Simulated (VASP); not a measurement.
# SiO2 (Fd-3m) in VASP: a series of runs, part 2 of 2

VASP 6.6.1. The steps go on from the part before.

## (3) Relaxation of cell and atoms, PBE+D3(BJ)

This run uses another cell than the first one, of 17.30 Å³/atom, 1.007 times its volume.

The input, INCAR:

```
  PREC = Accurate
  ENCUT = 600
  EDIFF = 1E-7
  ISMEAR = 0
  SIGMA = 0.02
  LREAL = False
  LASPH = True
  NELM = 60
  ALGO = Normal
  ISIF = 3
  LWAVE = False
  LCHARG = False
  GGA = PE
  IVDW = 12
  IBRION = 2
  NSW = 70
  EDIFFG = -0.005
```

The input, KPOINTS:

```
regular mesh
0
Gamma
  6 6 6
```

The input, POSCAR:

```
SiO2
1.0
    0.0000000000      3.7303723276      3.7303723276
    3.7303723276      0.0000000000      3.7303723276
    3.7303723276      3.7303723276      0.0000000000
Si O
2 4
Direct
    0.5000000000      0.5000000000      0.5000000000
    0.7500000000      0.7500000000      0.7500000000
    0.6250000000      0.6250000000      0.6250000000
    0.1250000000      0.6250000000      0.6250000000
    0.6250000000      0.6250000000      0.1250000000
    0.6250000000      0.1250000000      0.6250000000
```

Potentials or basis: VASP PAW PBE potentials, release 64 (Si, O).

On the command line:

```sh
$ cat potpaw_PBE.64/Si/POTCAR potpaw_PBE.64/O/POTCAR > POTCAR
$ mpirun -np 1 vasp_std > vasp.out
```

OUTCAR:

```text
PREC = Accurate
   ENCUT = 600
   EDIFF = 1E-7
   ISMEAR = 0
   LREAL = False
   LASPH = True
   NELM = 60
   ISIF = 3
   GGA = PE
   IVDW = 12
   IBRION = 2
   NSW = 70
   EDIFFG = -0.005
 IVDW          = 12

 ion  position               nearest neighbor table
   1  0.500  0.500  0.500-   3 1.62   4 1.62   5 1.62   6 1.62
   2  0.750  0.750  0.750-   3 1.62   4 1.62   5 1.62   6 1.62
   3  0.625  0.625  0.625-   1 1.62   2 1.62
   4  0.125  0.625  0.625-   1 1.62   2 1.62
   5  0.625  0.625  0.125-   1 1.62   2 1.62
   6  0.625  0.125  0.625-   1 1.62   2 1.62

  LATTYP: Found a face centered cubic cell.
 ALAT       =     7.4607446552

  Lattice vectors:

 A1 = (   0.0000000000,   3.7303723276,   3.7303723276)
 A2 = (   3.7303723276,   0.0000000000,   3.7303723276)
 A3 = (   3.7303723276,   3.7303723276,   0.0000000000)

Analysis of symmetry for initial positions (statically):
=====================================================================
 Subroutine PRICEL returns:
 Original cell was already a primitive cell.

 Routine SETGRP: Setting up the symmetry group for a
 face centered cubic supercell.

 Subroutine GETGRP returns: Found 48 space group operations
 (whereof 24 operations were pure point group operations)
 out of a pool of 48 trial point group operations.

The static configuration has the point symmetry T_d .
 The point group associated with its full space group is O_h .

Analysis of symmetry for dynamics (positions and initial velocities):
=====================================================================
 Subroutine PRICEL returns:
 Original cell was already a primitive cell.

 Routine SETGRP: Setting up the symmetry group for a
 face centered cubic supercell.

 Subroutine GETGRP returns: Found 48 space group operations
 (whereof 24 operations were pure point group operations)
 out of a pool of 48 trial point group operations.

The dynamic configuration has the point symmetry T_d .
 The point group associated with its full space group is O_h .

 Subroutine INISYM returns: Found 48 space group operations
 (whereof 24 operations are pure point group operations),
 and found     1 'primitive' translations

----------------------------------------------------------------------------------------

                                     Primitive cell

  volume of cell :     103.8213

  direct lattice vectors                    reciprocal lattice vectors
     0.000000000  3.730372328  3.730372328    -0.134034878  0.134034878  0.134034878
     3.730372328  0.000000000  3.730372328     0.134034878 -0.134034878  0.134034878
     3.730372328  3.730372328  0.000000000     0.134034878  0.134034878 -0.134034878

  length of vectors
     5.275543138  5.275543138  5.275543138     0.232155219  0.232155219  0.232155219

  position of ions in fractional coordinates (direct lattice)
     0.500000000  0.500000000  0.500000000
     0.750000000  0.750000000  0.750000000
     0.625000000  0.625000000  0.625000000
     0.125000000  0.625000000  0.625000000
     0.625000000  0.625000000  0.125000000
     0.625000000  0.125000000  0.625000000

  ion indices of the primitive-cell ions
   primitive index   ion index
                 1           1
                 2           2
                 3           3
                 4           4
                 5           5
                 6           6

----------------------------------------------------------------------------------------

 KPOINTS: regular mesh

Automatic generation of k-mesh.
 Grid dimensions read from file:
 generate k-points for:    6    6    6

 Generating k-lattice:

  Cartesian coordinates                     Fractional coordinates (reciprocal lattice)
    -0.022339146  0.022339146  0.022339146     0.166666667  0.000000000  0.000000000
     0.022339146 -0.022339146  0.022339146     0.000000000  0.166666667  0.000000000
     0.022339146  0.022339146 -0.022339146     0.000000000  0.000000000  0.166666667

  Length of vectors
     0.038692536  0.038692536  0.038692536

  Shift w.r.t. Gamma in fractional coordinates (k-lattice)
     0.000000000  0.000000000  0.000000000

 Subroutine IBZKPT returns following result:
 ===========================================

 Found     16 irreducible k-points:

 Following reciprocal coordinates:
            Coordinates               Weight
  0.000000  0.000000  0.000000      1.000000
  0.166667  0.000000  0.000000      8.000000
  0.333333  0.000000  0.000000      8.000000
  0.500000  0.000000  0.000000      4.000000
  0.166667  0.166667  0.000000      6.000000
  0.333333  0.166667  0.000000     24.000000
[... 8 lines left out ...]
 -0.333333  0.333333  0.166667     24.000000
 -0.333333  0.500000  0.166667     12.000000
   k-points           NKPTS =     16   k-points in BZ     NKDIM =     16   number of bands    NBANDS=     20
   number of dos      NEDOS =    301   number of ions     NIONS =      6
   total plane-waves  NPLWV =  74088
   dimension x,y,z NGX =    42 NGY =   42 NGZ =   42
   dimension x,y,z NGXF=    84 NGYF=   84 NGZF=   84
   ions per type =               2   4
   NGX,Y,Z   is equivalent  to a cutoff of  13.24, 13.24, 13.24 a.u.
   NGXF,Y,Z  is equivalent  to a cutoff of  26.47, 26.47, 26.47 a.u.
 SYSTEM =  unknown system
   PREC   = accura    normal or accurate (medium, high low for compatibility)
   ISTART =      0    job   : 0-new  1-cont  2-samecut
   ICHARG =      2    charge: 1-file 2-atom 10-const
   ISPIN  =      1    spin polarized calculation?
   LNONCOLLINEAR =      F non collinear calculations
   LSORBIT =      F    spin-orbit coupling
   LASPH  =      T    aspherical Exc in radial PAW
   ENCUT  =  600.0 eV  44.10 Ry    6.64 a.u.  10.54 10.54 10.54*2*pi/ulx,y,z
   NELM   =     60;   NELMIN=  2; NELMDL= -5     # of ELM steps
   EDIFF  = 0.1E-06   stopping-criterion for ELM
   LREAL  =      F    real-space projection
   EDIFFG = -.5E-02   stopping-criterion for IOM
   NSW    =     70    number of steps for IOM
   IBRION =      2    ionic relax: 0-MD 1-quasi-New 2-CG
   NFREE  =      1    steps in history (QN), initial steepest desc. (CG)
   ISIF   =      3    stress and relaxation
   ISYM   =      2    0-nonsym 1-usesym 2-fastsym
   POTIM  = 0.5000    time-step for ionic-motion
   TEBEG  =    0.0;   TEEND  =   0.0 temperature during run
   PSTRESS=    0.0 pullay stress
   NELECT =      32.0000    total number of electrons
   NUPDOWN=      -1.0000    fix difference up-down
   EMIN   =  10.00;   EMAX   =-10.00  energy-range for DOS
   EFERMI =   0.00;   METHOD = LEGACY
   ISMEAR =     0;   SIGMA  =   0.02  broadening in eV -4-tet -1-fermi 0-gaus
   EFERMI_NEDOS =   21; number of points for ismear=-14 and -15
   IALGO  =     38    algorithm
   IMIX   =      4    mixing-type and parameters
     AMIX     =   0.40;   BMIX     =  1.00
     AMIX_MAG =   1.60;   BMIX_MAG =  1.00
  volume/ion in A,a.u.               =      17.30       116.77
  Fermi-wavevector in a.u.,A,eV,Ry     =   1.105849  2.089752 16.638603  1.222903
  Thomas-Fermi vector in A             =   2.242342
   LORBIT       =      0    0 simple, 1 ext, 2 COOP (PROOUT), +10 PAW based schemes
   GGA     = PE    functional components
   LHFCALC =     F    Hartree Fock is set to
   AEXX    =    0.0000 exact exchange contribution
   IVDW    =    12    specifies the selected vdW correction
   LEPSILON=     F    determine dielectric tensor
   LRPA    =     F    only Hartree local field effects (RPA)
 conjugate gradient relaxation of ions
 non-spin polarized calculation
 Gauss-broadening in eV      SIGMA  =   0.02
  energy-cutoff  :      600.00
  volume of cell :      103.82
 maximum number of plane-waves:      3490
   NGX = 21   NGY = 21   NGZ = 21

--------------------------------------- Ionic step        1  -------------------------------------------

 number of electron      31.9999999 magnetization

 Free energy of the ion-electron system (eV)
  ---------------------------------------------------
  ext. energy  EPLUGINS =         0.00000000
  ---------------------------------------------------
  free energy    TOTEN  =       -47.43525935 eV

  energy without entropy =      -47.43525935  energy(sigma->0) =      -47.43525935

------------------------ aborting loop because EDIFF is reached ----------------------------------------

 Edisp (eV)   -0.58238

 E8    (eV) :    -0.1917

  FORCE on cell =-STRESS in cart. coord.  units (eV):
  Direction    XX          YY          ZZ          XY          YZ          ZX
  --------------------------------------------------------------------------------------
  -------------------------------------------------------------------------------------
  Total      -0.74244    -0.74244    -0.74244     0.00000     0.00000     0.00000
  in kB     -11.45737   -11.45737   -11.45737     0.00000     0.00000     0.00000
  external pressure =      -11.46 kB  Pullay stress =        0.00 kB
[... 69 lines left out ...]
  energy  without entropy=      -48.0158797813  energy(sigma->0) =      -48.01587978

--------------------------------------- Ionic step        3  -------------------------------------------

 number of electron      31.9999996 magnetization

 Free energy of the ion-electron system (eV)
  ---------------------------------------------------
  ext. energy  EPLUGINS =         0.00000000
  ---------------------------------------------------
  free energy    TOTEN  =       -47.43317392 eV

  energy without entropy =      -47.43317392  energy(sigma->0) =      -47.43317392

 E-fermi :  -0.8239     XC(G=0):  -7.4403

 val. band max:       -0.9409217016   @ k =   0.5000   0.0000   0.0000
 cond. band min:       4.4634849721   @ k =   0.0000   0.0000   0.0000
 fundamental gap:      5.4044066737
 Fermi energy:        -0.8239035011

 k-point     1 :       0.0000    0.0000    0.0000
  band No.  band energies     occupation
      1     -20.3180      2.00000
      2     -18.3229      2.00000
      3     -18.3229      2.00000
      4     -18.3229      2.00000
      5     -11.0067      2.00000
      6      -6.8780      2.00000
[... 12 lines left out ...]
     19       7.7224      0.00000
[... 381 lines left out ...]
  FREE ENERGIE OF THE ION-ELECTRON SYSTEM (eV)
  ---------------------------------------------------
  free  energy   TOTEN  =       -48.0206213810 eV

  energy  without entropy=      -48.0206213810  energy(sigma->0) =      -48.02062138

 reached required accuracy - stopping structural energy minimisation
```

It took 59 s on 1 thread of AMD EPYC 9R45 (Zen 5), shared host; peak memory 0.25 GiB.

Results:

| Property | Result |
| --- | --- |
| Free energy | -48.0206 eV |
| Relaxed volume | 17.17 Å³/atom |
| Relaxed cell | a = 5.262 Å, b = 5.262 Å, c = 5.262 Å, α = 60.00°, β = 60.00°, γ = 60.00° |
| Space group after relaxing (to 0.05 Å) | Fd-3m (No. 227) |
| Energy gained by relaxing | 0.5 meV/atom |
| Ionic steps | 3 |
| Pressure after relaxing | 0.0 GPa |
| Band gap on the k mesh | 5.40 eV, indirect (least direct gap 5.41 eV) |
| Dispersion energy per atom | -0.098 eV |

The path:
| step | energy change (eV) | largest force (eV/Å) | pressure (GPa) | volume (Å³) |
| --- | --- | --- | --- | --- |
| 1 | 0.0000 | 0.0000 | -1.15 | 103.82 |
| 2 | 0.0018 | 0.0000 | 1.50 | 101.97 |
| 3 | -0.0030 | 0.0000 | 0.01 | 103.00 |

Final structure:
```yaml
crystal:
  lattice:
    - [0.00000, 3.72048, 3.72048]
    - [3.72048, 0.00000, 3.72048]
    - [3.72048, 3.72048, 0.00000]
  atoms:
    - { symbol: Si, position: [0.50000, 0.50000, 0.50000] }
    - { symbol: Si, position: [0.75000, 0.75000, 0.75000] }
    - { symbol: O, position: [0.62500, 0.62500, 0.62500] }
    - { symbol: O, position: [0.12500, 0.62500, 0.62500] }
    - { symbol: O, position: [0.62500, 0.62500, 0.12500] }
    - { symbol: O, position: [0.62500, 0.12500, 0.62500] }
```
